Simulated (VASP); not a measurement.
Set up this calculation in VASP 6.6.1, as the native input.

```
Task                   : relaxation of cell and atoms
Functional             : PBE
Potentials or basis    : VASP PAW PBE potentials, release 64 (P)
Cutoff                 : 600 eV
k mesh                 : 18 × 18 × 10
Occupations            : fermi-dirac, width 0.08 eV
Spin                   : no spin polarisation
Target pressure        : 72 GPa
Dipole correction      : no
Further INCAR settings : ALGO = Normal; EDIFF = 1e-07; IBRION = 2; EDIFFG = -0.005; NSW = 60; ISIF = 3
```

The structure of P lies in POSCAR:

```
P
1.0
    2.4227971548      0.0000000000      0.0000000000
   -1.2113985774      2.0982038843      0.0000000000
    0.0000000000      0.0000000000      3.9249313908
P
2
Direct
    0.3333333333      0.6666666667      0.2500000000
    0.6666666667      0.3333333333      0.7500000000
```

These files were run (other wordings do the same):

INCAR

```
ALGO = Normal ; EDIFF = 1E-7
EDIFFG = -0.005 ; ENCUT = 600
GGA = PE ; IBRION = 2
ISIF = 3 ; ISMEAR = -1
LASPH = T ; LCHARG = F
LREAL = F ; LWAVE = F
NELM = 80 ; NSW = 60
PREC = Accurate ; PSTRESS = 720.0
SIGMA = 0.08
```

KPOINTS

```
k-points
0
Gamma
  18 18 10
```

Potentials or basis: VASP PAW PBE potentials, release 64 (P).

Launch:

```sh
$ cat potpaw_PBE.64/P/POTCAR > POTCAR
$ mpirun -np 1 vasp_std > vasp.out
```

Results of the run:

```yaml
Relaxed_volume: 9.87 Å³/atom
Relaxed_cell: a = 2.400 Å, b = 2.400 Å, c = 3.958 Å, α = 90.00°, β = 90.00°, γ = 120.00°
Space_group_after_relaxing_to_0.05_Å: P6_3/mmc (No. 194)
Energy_change_on_relaxing_the_enthalpy_is_what_falls: +44.6 meV/atom
Ionic_steps: 9
Pressure_after_relaxing: 72.0 GPa
Band_gap_on_the_k_mesh: zero (band 5 reaches 25.50 eV, above the bottom of band 6 at 8.92 eV)
```

Caveat: the cell is relaxed towards a set pressure, so the enthalpy falls and the energy may rise.

It took 84 s on 1 thread of Intel(R) Xeon(R) 6975P-C (Granite Rapids) (shared host), peak memory 0.17 GiB.
